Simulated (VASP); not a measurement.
# HF in VASP: single point with PBE+D3(BJ)

Aim: the single point of HF with PBE+D3(BJ).

Program: VASP 6.6.1. These are calculated values, not measurements. Logs are shortened: lines on timing, memory, paths and dates and some standing lists are left out, and cuts for length are marked.

**1. The cell of the first run**

The cell holds a disordered packing, 12 atoms: a = 5.684 Å, b = 5.684 Å, c = 5.684 Å, α = 90.00°, β = 90.00°, γ = 90.00°.

**2. Single point, PBE+D3(BJ)**

The input, INCAR:

```
  ALGO = Normal
  EDIFF = 1E-6
  ENCUT = 910
  GGA = PE
  GGA_COMPAT = F
  ISIF = 2
  ISMEAR = -1
  IVDW = 12
  LASPH = T
  LCHARG = F
  LREAL = F
  LWAVE = F
  NBANDS = 36
  NELM = 120
  PREC = Accurate
  SIGMA = 0.05
```

The input, KPOINTS:

```
k-points
0
Gamma
  1 1 1
```

The input, POSCAR:

```
HF
1.0
    5.6836090000      0.0000000000      0.0000000000
    0.0000000000      5.6836090000      0.0000000000
    0.0000000000      0.0000000000      5.6836090000
F H
6 6
Direct
    0.5088874762      0.1969336434      0.6507463781
    0.3492575408      0.8515377369      0.3714678860
    1.0975181812      0.6288055876      0.6448768283
    0.0034721686      0.2078278435      0.4351014374
    0.1372483813      0.8926226056      1.0048214299
    0.3845271576      0.4446161778      1.0174908943
    0.4316969196      0.1024051276      0.5361839259
    0.2696021485      0.8681296785      0.2156263673
    1.1952216468      0.7124549854      0.5295802294
   -0.0012562080      0.3521165166      0.5169322060
    0.1357514852      0.7635022082      0.8938267998
    0.4170637022      0.3461629890      0.8863239176
```

Potentials or basis: VASP PAW PBE potentials, release 64 (F_h, H_h).

Run with:

```console
$ cat potpaw_PBE.64/F_h/POTCAR potpaw_PBE.64/H_h/POTCAR > POTCAR
$ mpirun -np 1 vasp_gam > vasp.out
```

OUTCAR:

```text
EDIFF = 1E-6
   ENCUT = 910
   GGA = PE
   ISIF = 2
   ISMEAR = -1
   IVDW = 12
   LASPH = T
   LREAL = F
   NELM = 120
   PREC = Accurate
 IVDW          = 12

 ion  position               nearest neighbor table
   1  0.509  0.197  0.651-   7 0.95
   2  0.349  0.852  0.371-   8 1.00
   3  0.098  0.629  0.645-   9 0.98
   4  0.003  0.208  0.435-  10 0.94
   5  0.137  0.893  0.005-  11 0.97
   6  0.385  0.445  0.017-  12 0.95
   7  0.432  0.102  0.536-   1 0.95
   8  0.270  0.868  0.216-   2 1.00
   9  0.195  0.712  0.530-   3 0.98
  10  0.999  0.352  0.517-   4 0.94
  11  0.136  0.764  0.894-   5 0.97
  12  0.417  0.346  0.886-   6 0.95

  LATTYP: Found a simple cubic cell.
 ALAT       =     5.6836090000

  Lattice vectors:

 A1 = (   5.6836090000,   0.0000000000,   0.0000000000)
 A2 = (   0.0000000000,   5.6836090000,   0.0000000000)
 A3 = (   0.0000000000,   0.0000000000,   5.6836090000)

Analysis of symmetry for initial positions (statically):
=====================================================================
 Subroutine PRICEL returns:
 Original cell was already a primitive cell.

 Routine SETGRP: Setting up the symmetry group for a
 simple cubic supercell.

 Subroutine GETGRP returns: Found  1 space group operations
 (whereof  1 operations were pure point group operations)
 out of a pool of 48 trial point group operations.

The static configuration has the point symmetry C_1 .

Analysis of symmetry for dynamics (positions and initial velocities):
=====================================================================
 Subroutine PRICEL returns:
 Original cell was already a primitive cell.

 Routine SETGRP: Setting up the symmetry group for a
 simple cubic supercell.

 Subroutine GETGRP returns: Found  1 space group operations
 (whereof  1 operations were pure point group operations)
 out of a pool of 48 trial point group operations.

The dynamic configuration has the point symmetry C_1 .

 Subroutine INISYM returns: Found  1 space group operations
 (whereof  1 operations are pure point group operations),
 and found     1 'primitive' translations

----------------------------------------------------------------------------------------

                                     Primitive cell

  volume of cell :     183.6000

  direct lattice vectors                    reciprocal lattice vectors
     5.683609000  0.000000000  0.000000000     0.175944545  0.000000000  0.000000000
     0.000000000  5.683609000  0.000000000     0.000000000  0.175944545  0.000000000
     0.000000000  0.000000000  5.683609000     0.000000000  0.000000000  0.175944545

  length of vectors
     5.683609000  5.683609000  5.683609000     0.175944545  0.175944545  0.175944545

  position of ions in fractional coordinates (direct lattice)
     0.508887476  0.196933643  0.650746378
     0.349257541  0.851537737  0.371467886
     0.097518181  0.628805588  0.644876828
     0.003472169  0.207827843  0.435101437
     0.137248381  0.892622606  0.004821430
     0.384527158  0.444616178  0.017490894
     0.431696920  0.102405128  0.536183926
     0.269602148  0.868129678  0.215626367
     0.195221647  0.712454985  0.529580229
     0.998743792  0.352116517  0.516932206
     0.135751485  0.763502208  0.893826800
     0.417063702  0.346162989  0.886323918

  ion indices of the primitive-cell ions
   primitive index   ion index
                 1           1
                 2           2
                 3           3
                 4           4
                 5           5
                 6           6
                 7           7
                 8           8
                 9           9
                10          10
                11          11
                12          12

----------------------------------------------------------------------------------------

 KPOINTS: k-points

Automatic generation of k-mesh.
 Grid dimensions read from file:
 generate k-points for:    1    1    1

 Generating k-lattice:

  Cartesian coordinates                     Fractional coordinates (reciprocal lattice)
     0.175944545  0.000000000  0.000000000     1.000000000  0.000000000  0.000000000
     0.000000000  0.175944545  0.000000000     0.000000000  1.000000000  0.000000000
     0.000000000  0.000000000  0.175944545     0.000000000  0.000000000  1.000000000

  Length of vectors
     0.175944545  0.175944545  0.175944545

  Shift w.r.t. Gamma in fractional coordinates (k-lattice)
     0.000000000  0.000000000  0.000000000

 Subroutine IBZKPT returns following result:
 ===========================================

 Found      1 irreducible k-points:

 Following reciprocal coordinates:
            Coordinates               Weight
  0.000000  0.000000  0.000000      1.000000
   k-points           NKPTS =      1   k-points in BZ     NKDIM =      1   number of bands    NBANDS=     36
   number of dos      NEDOS =    301   number of ions     NIONS =     12
   total plane-waves  NPLWV = 175616
   dimension x,y,z NGX =    56 NGY =   56 NGZ =   56
   dimension x,y,z NGXF=   112 NGYF=  112 NGZF=  112
   ions per type =               6   6
   NGX,Y,Z   is equivalent  to a cutoff of  16.38, 16.38, 16.38 a.u.
   NGXF,Y,Z  is equivalent  to a cutoff of  32.76, 32.76, 32.76 a.u.
 SYSTEM =  unknown system
   PREC   = accura    normal or accurate (medium, high low for compatibility)
   ISTART =      0    job   : 0-new  1-cont  2-samecut
   ICHARG =      2    charge: 1-file 2-atom 10-const
   ISPIN  =      1    spin polarized calculation?
   LNONCOLLINEAR =      F non collinear calculations
   LSORBIT =      F    spin-orbit coupling
   LASPH  =      T    aspherical Exc in radial PAW
   ENCUT  =  910.0 eV  66.88 Ry    8.18 a.u.  13.98 13.98 13.98*2*pi/ulx,y,z
   NELM   =    120;   NELMIN=  2; NELMDL= -5     # of ELM steps
   EDIFF  = 0.1E-05   stopping-criterion for ELM
   LREAL  =      F    real-space projection
   EDIFFG = 0.1E-04   stopping-criterion for IOM
   NSW    =      0    number of steps for IOM
   IBRION =     -1    ionic relax: 0-MD 1-quasi-New 2-CG
   NFREE  =      0    steps in history (QN), initial steepest desc. (CG)
   ISIF   =      2    stress and relaxation
   ISYM   =      2    0-nonsym 1-usesym 2-fastsym
   POTIM  = 0.5000    time-step for ionic-motion
   TEBEG  =    0.0;   TEEND  =   0.0 temperature during run
   PSTRESS=    0.0 pullay stress
   NELECT =      48.0000    total number of electrons
   NUPDOWN=      -1.0000    fix difference up-down
   EMIN   =  10.00;   EMAX   =-10.00  energy-range for DOS
   EFERMI =   0.00;   METHOD = LEGACY
   ISMEAR =    -1;   SIGMA  =   0.05  broadening in eV -4-tet -1-fermi 0-gaus
   EFERMI_NEDOS =   21; number of points for ismear=-14 and -15
   IALGO  =     38    algorithm
   IMIX   =      4    mixing-type and parameters
     AMIX     =   0.40;   BMIX     =  1.00
     AMIX_MAG =   1.60;   BMIX_MAG =  1.00
  volume/ion in A,a.u.               =      15.30       103.25
  Fermi-wavevector in a.u.,A,eV,Ry     =   1.046802  1.978168 14.909177  1.095794
  Thomas-Fermi vector in A             =   2.181655
   LORBIT       =      0    0 simple, 1 ext, 2 COOP (PROOUT), +10 PAW based schemes
   GGA     = PE    functional components
   LHFCALC =     F    Hartree Fock is set to
   AEXX    =    0.0000 exact exchange contribution
   IVDW    =    12    specifies the selected vdW correction
   LEPSILON=     F    determine dielectric tensor
   LRPA    =     F    only Hartree local field effects (RPA)
 non-spin polarized calculation
  energy-cutoff  :      910.00
  volume of cell :      183.60
 maximum number of plane-waves:      5730
 NGX is ok and might be reduce to    54
   NGX = 27   NGY = 27   NGZ = 27

 number of electron      48.0000006 magnetization

 Free energy of the ion-electron system (eV)
  ---------------------------------------------------
  ext. energy  EPLUGINS =         0.00000000
  ---------------------------------------------------
  free energy    TOTEN  =       -49.61995869 eV

  energy without entropy =      -49.61995869  energy(sigma->0) =      -49.61995869

 E-fermi :  -4.9663     XC(G=0):  -5.8874

 val. band max:       -6.2971461242   @ k =   0.0000   0.0000   0.0000
 cond. band min:       0.5811535598   @ k =   0.0000   0.0000   0.0000
 fundamental gap:      6.8782996840
 Fermi energy:        -4.9663113035

 k-point     1 :       0.0000    0.0000    0.0000
  band No.  band energies     occupation
      1     -28.7374      2.00000
      2     -27.9571      2.00000
      3     -27.8942      2.00000
      4     -27.5113      2.00000
      5     -26.7308      2.00000
      6     -26.5854      2.00000
[... 28 lines left out ...]
     35       8.1239      0.00000
     36       8.6577      0.00000

------------------------ aborting loop because EDIFF is reached ----------------------------------------

 Edisp (eV)   -0.25332

 E8    (eV) :    -0.0512

  FORCE on cell =-STRESS in cart. coord.  units (eV):
  Direction    XX          YY          ZZ          XY          YZ          ZX
  --------------------------------------------------------------------------------------
  -------------------------------------------------------------------------------------
  Total      -0.36103    -0.84265    -0.73048    -0.12085    -0.29461    -0.20803
  in kB      -3.15053    -7.35339    -6.37451    -1.05458    -2.57093    -1.81534
  external pressure =       -5.63 kB  Pullay stress =        0.00 kB

 VOLUME and BASIS-vectors are now :
 -----------------------------------------------------------------------------
  energy-cutoff  :      910.00
  volume of cell :      183.60
      direct lattice vectors                 reciprocal lattice vectors
     5.683609000  0.000000000  0.000000000     0.175944545  0.000000000  0.000000000
     0.000000000  5.683609000  0.000000000     0.000000000  0.175944545  0.000000000
     0.000000000  0.000000000  5.683609000     0.000000000  0.000000000  0.175944545

 POSITION                                       TOTAL-FORCE (eV/Angst)
 -----------------------------------------------------------------------------------
      2.89232      1.11929      3.69859        -0.005369     -0.046060     -0.025772
      1.98504      4.83981      2.11128         0.015222     -0.008286      0.005680
      0.55426      3.57389      3.66523        -0.011734     -0.019455      0.026664
      0.01973      1.18121      2.47295        -0.000228      0.065277      0.023827
      0.78007      5.07332      0.02740        -0.021239     -0.012602      0.011976
      2.18550      2.52702      0.09941         0.003830     -0.020864     -0.013579
      2.45360      0.58203      3.04746         0.015799      0.062389      0.061147
      1.53231      4.93411      1.22554        -0.021244     -0.007840     -0.036562
      1.10956      4.04932      3.00993         0.017052      0.029704     -0.011315
      5.67647      2.00129      2.93804         0.036779     -0.080811     -0.041640
      0.77156      4.33945      5.08016        -0.007498      0.026527     -0.011300
      2.37043      1.96746      5.03752        -0.021371      0.012020      0.010874
 -----------------------------------------------------------------------------------
    total drift:                               -0.004034     -0.000992      0.002208

  FREE ENERGIE OF THE ION-ELECTRON SYSTEM (eV)
  ---------------------------------------------------
  free  energy   TOTEN  =       -49.8732806248 eV

  energy  without entropy=      -49.8732806248  energy(sigma->0) =      -49.87328062
```

Wall time 23 s (1 thread of AMD EPYC 7R13 (Zen 3), shared host); peak memory 0.36 GiB.

What came out:

| Property | Result |
| --- | --- |
| Free energy | -49.8733 eV |
| Pressure | -0.6 GPa |
| Largest force | 0.098 eV/Å |
| Dispersion energy per atom | -0.021 eV |

Forces in eV/Å, atoms in the order of the input:
```
F   -0.005 -0.046 -0.026
F    0.015 -0.008  0.006
F   -0.012 -0.019  0.027
F    0.000  0.065  0.024
F   -0.021 -0.013  0.012
F    0.004 -0.021 -0.014
H    0.016  0.062  0.061
H   -0.021 -0.008 -0.037
H    0.017  0.030 -0.011
H    0.037 -0.081 -0.042
H   -0.007  0.027 -0.011
H   -0.021  0.012  0.011
```

Stress tensor (GPa, compression positive):
```
-0.32 -0.11 -0.18
-0.11 -0.74 -0.26
-0.18 -0.26 -0.64
```

Caveat: the k points lie up to 1.11 Å⁻¹ apart, too coarse for converged energies, forces and pressures.
